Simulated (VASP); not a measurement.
**Si2Mo: single point with PBEsol**

Crystal: Si2Mo.

```
CELL_PARAMETERS angstrom
-1.63491 1.63491 3.91069
1.63491 -1.63491 3.91069
1.63491 1.63491 -3.91069
ATOMIC_POSITIONS crystal
Si 0.33506 0.33506 0.00000
Si 0.66494 0.66494 0.00000
Mo 0.00000 0.00000 0.00000
```

This cell differs from its parent crystal: strain +0.025 along x and y, +0.000 along z.

- Program: VASP 6.6.1
- Task: single point
- Functional: PBEsol
- Potentials or basis: VASP PAW PBE potentials, release 64 (Si, Mo_sv)
- Cutoff: 520 eV
- k mesh: 20 × 20 × 20
- Occupations: gaussian, width 0.15 eV
- Spin: no spin polarisation
- Dipole correction: no
- Further INCAR settings: ALGO = Normal; EDIFF = 1e-06; NBANDS = 18

- Pressure: -9.0 GPa
- Largest force: 0.073 eV/Å
- Band gap on the k mesh: zero (bands 11 and 12 overlap by 0.89 eV)

Forces in eV/Å, atoms in the order of the input:
```
Si   0.000  0.000  0.073
Si   0.000  0.000 -0.073
Mo   0.000  0.000  0.000
```

Stress tensor (GPa, compression positive):
```
-11.55   0.00   0.00
  0.00 -11.55   0.00
  0.00   0.00  -3.89
```

Levels at points of the mesh, in eV from the Fermi level:
```tsv
k point	band 7	band 8	band 9	band 10	band 11	band 12	band 13	band 14	band 15	band 16
(0.00, 0.00, 0.00)	-3.10	-2.81	-2.55	-2.55	0.31	2.87	3.30	3.30	3.35	4.05
(0.50, 0.00, 0.00)	-4.68	-4.27	-2.51	-2.35	-0.46	2.08	2.97	3.93	4.35	5.35
(0.50, 0.50, 0.00)	-5.44	-5.14	-4.27	-2.70	-1.18	2.12	2.62	3.29	3.50	4.85
(0.50, 0.50, 0.50)	-3.30	-2.08	-0.56	-0.56	-0.47	-0.47	0.45	4.85	5.04	6.12
```

Wall time 3.8 min on 1 thread of Intel(R) Xeon(R) 6975P-C (Granite Rapids) (shared host), peak memory 0.56 GiB.

Caveat: the cell differs from its parent crystal (strain +0.025 along x and y, +0.000 along z); the cell stands under tension; the PAW data sets were made with another functional, which shifts forces and pressure a little.
